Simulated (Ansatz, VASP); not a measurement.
# One calculation of SnTe, two programs

File INCAR:

```
ALGO = Normal ; EDIFF = 1E-6
ENCUT = 520 ; GGA = PE
ISIF = 2 ; ISMEAR = -1
LASPH = T ; LCHARG = F
LREAL = F ; LWAVE = F
NBANDS = 17 ; NELM = 60
PREC = Accurate ; SIGMA = 0.05
```

The input KPOINTS:

```
k-points
0
Gamma
  7 7 7
```

File POSCAR:

```
SnTe
1.0
    3.9047000000      0.0000000000      0.0000000000
    0.0000000000      3.9047000000      0.0000000000
    0.0000000000      0.0000000000      3.9047000000
Te Sn
1 1
Direct
    0.4871080000      0.5016510000      0.4964510000
    0.0122550000      0.0075080000      0.0091910000
```

input.yaml

```yaml
crystal:
  lattice:
    - [3.9047, 0.0, 0.0]
    - [0.0, 3.9047, 0.0]
    - [0.0, 0.0, 3.9047]
  atoms:
    - { symbol: Te, position: [0.487108, 0.501651, 0.496451] }
    - { symbol: Sn, position: [0.012255, 0.007508, 0.009191] }
kpoints:
  mp_grid: { grid: [7, 7, 7] }
scf:
  occupations: { method: fermi_dirac, width: 0.05 }
hamiltonian:
  xc: pbe
  pseudopotentials: { kind: all_electron, lapw: { basis_error: 0.001 } }
output:
  forces: true
  stress: true
  eigenvalues: true
  populations: true
```

Change from the starting cell: atoms moved at random, drawn with an rms of 0.05 Å.

Alike in both runs: task single point; functional PBE; k mesh 7 × 7 × 7; occupations fermi-dirac, width 0.05 eV; no spin polarisation.

|  | VASP | Ansatz |
| --- | --- | --- |
| version | VASP 6.6.1 | Ansatz 0.2.0 |
| potentials or method | VASP PAW PBE potentials, release 64 (Te, Sn_d), cutoff 520 eV | all-electron LAPW, scalar-relativistic |

```csv
,VASP,Ansatz,Ansatz less VASP
gap on the k mesh at the Fermi level (eV),none,none,-
pressure (GPa),-0.9,-0.8,+0.05
"traceless stress, the component that is largest in VASP (GPa)",0.08,0.08,-0.001
rms of the force components (eV/Å),0.031,0.031,+0.0007
```

Atom by atom the forces differ by 0.001 eV/Å (rms over components). A gap of «none» marks a metal or a gap that the smearing closes. Ansatz ran all-electron here, and VASP with PAW potentials.

Spin-orbit coupling is off throughout.
